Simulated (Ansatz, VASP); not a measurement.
# Zn in VASP and in Ansatz

File POSCAR:

```
Zn
1.0
   -1.5690370000      1.5690370000      1.5690370000
    1.5690370000     -1.5690370000      1.5690370000
    1.5690370000      1.5690370000     -1.5690370000
Zn
1
Direct
    0.0000000000      0.0000000000      0.0000000000
```

Contents of INCAR.step1:

```
  PREC = Accurate
  ENCUT = 600
  ISMEAR = 0
  SIGMA = 0.1
  LREAL = False
  LASPH = True
  NELM = 80
  GGA = PE
  ALGO = Normal
  EDIFF = 1E-4
  LWAVE = True
  LCHARG = False
```

INCAR.step2

```
  PREC = Accurate
  ENCUT = 600
  EDIFF = 1E-6
  ISMEAR = 0
  SIGMA = 0.1
  LREAL = False
  LASPH = True
  NELM = 80
  ALGO = Normal
  ISIF = 3
  LWAVE = False
  LCHARG = False
  METAGGA = R2SCAN
  LMIXTAU = True
  IBRION = 2
  NSW = 90
  EDIFFG = -0.04
  ISTART = 1
```

KPOINTS

```
regular mesh
0
Gamma
  8 8 8
```

Input for Ansatz:

```yaml
crystal:
  lattice:
    - [-1.569037, 1.569037, 1.569037]
    - [1.569037, -1.569037, 1.569037]
    - [1.569037, 1.569037, -1.569037]
  atoms:
    - { symbol: Zn, position: [0.0, 0.0, 0.0] }
basis:
  ecutwfc: 500
kpoints:
  mp_grid: { grid: [8, 8, 8] }
hamiltonian:
  xc: r2scan
scf:
  occupations: { method: gaussian, width: 0.1 }
  lower_state_search: "off"
output:
  forces: true
  stress: true
  eigenvalues: true
relax:
  adjacent_minimum: "off"
  f_tol: 0.04
  max_steps: 70
  cell: { stress_tol: 0.4 }
```

Alike in both runs: task relaxation of cell and atoms; functional r2SCAN; k mesh 8 × 8 × 8; occupations gaussian, width 0.1 eV; no spin polarisation.

|  | VASP | Ansatz |
| --- | --- | --- |
| version | VASP 6.6.1 | Ansatz 0.2.0 |
| potentials or method | VASP PAW PBE potentials, release 64 (Zn), cutoff 600 eV | scalar-relativistic, plane waves, PAW |
| valence electrons in the cell | 12 | 12 |

Ansatz gave:

| Item | Value |
| --- | --- |
| gap on the k mesh at the Fermi level, each at its own relaxed structure (eV) | none |
| relaxed volume (Å³/atom) | 14.22 |
| relaxed cell length with the largest relative difference (Å) | 2.643 |

Which values does VASP return?

gap on the k mesh at the Fermi level, each at its own relaxed structure (eV): none; relaxed volume (Å³/atom): 14.27; relaxed cell length with the largest relative difference (Å): 2.647.

VASP's potentials were made for PBE, not for r2SCAN. A gap of «none» marks a metal or a gap that the smearing closes.
